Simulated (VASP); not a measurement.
Wanted: the native input for a VASP 6.6.1 run.

```
Task                   : single point
Functional             : PBE
Potentials or basis    : VASP PAW PBE potentials, release 64 (Si, Ti_sv)
Cutoff                 : 520 eV
k mesh                 : 2 × 2 × 2
Occupations            : fermi-dirac, width 0.05 eV
Spin                   : no spin polarisation
Dipole correction      : no
Further INCAR settings : LREAL = Auto; ALGO = Normal; EDIFF = 1e-06; NBANDS = 52
```

The structure of TiSi16 (a cell with a defect) lies in POSCAR:

```
TiSi16
1.0
    0.0000000000      5.4300000000      5.4300000000
    5.4300000000      0.0000000000      5.4300000000
    5.4300000000      5.4300000000      0.0000000000
Si Ti
16 1
Direct
    0.0602486188     -0.0183149171     -0.0180570902
    0.1345948435      0.1516850829      0.0918692449
    0.0102578269      0.0043646409      0.4808655617
    0.1014364641      0.1267219153      0.6189686924
    0.0068692449      0.5335359116     -0.0338858195
    0.1246961326      0.6013996317      0.1453959484
   -0.0319705341      0.4906261510      0.5315653775
    0.1295211786      0.6345672192      0.5978821363
    0.5106537753      0.0144843462      0.0044659300
    0.6347421731      0.1006906077      0.1538029466
    0.4607642726     -0.0183333333      0.5723112339
    0.6370994475      0.1222191529      0.6221823204
    0.4998710866      0.4577348066      0.0296316759
    0.6435727440      0.6396316759      0.0997053407
    0.5035911602      0.5195027624      0.4628360958
    0.5904235727      0.6144751381      0.6511049724
    0.8672375691      0.8876243094      0.3705893186
```

The input as run:

INCAR

```
ALGO     = Normal         # electronic algorithm
EDIFF    = 1E-6           # SCF threshold, eV
ENCUT    = 520            # plane-wave cutoff, eV
GGA      = PE             # functional
ISIF     = 2              # what is computed and relaxed
ISMEAR   = -1             # smearing method
LASPH    = T              # aspherical terms in the spheres
LCHARG   = F              # write CHGCAR
LREAL    = Auto         
LWAVE    = F              # write WAVECAR
NBANDS   = 52             # bands
NELM     = 80             # most SCF steps
PREC     = Accurate       # precision mode
SIGMA    = 0.05           # smearing width, eV
```

KPOINTS

```
k-points
0
Gamma
  2 2 2
```

Potentials or basis: VASP PAW PBE potentials, release 64 (Si, Ti_sv).

The run is started by

```sh
$ cat potpaw_PBE.64/Si/POTCAR potpaw_PBE.64/Ti_sv/POTCAR > POTCAR
$ mpirun -np 1 vasp_std > vasp.out
```

It gave:

```json
{"Pressure": "4.1 GPa", "Largest force": "2.115 eV/Å", "Band gap on the k mesh": "zero (bands 38 and 39 overlap by 0.33 eV)"}
```

Caveat: the k points lie up to 0.50 Å⁻¹ apart.

It took 5 min on 1 thread of AMD EPYC 7R43 64-Core Processor (Zen 3), with other jobs on the host, peak memory 0.46 GiB.
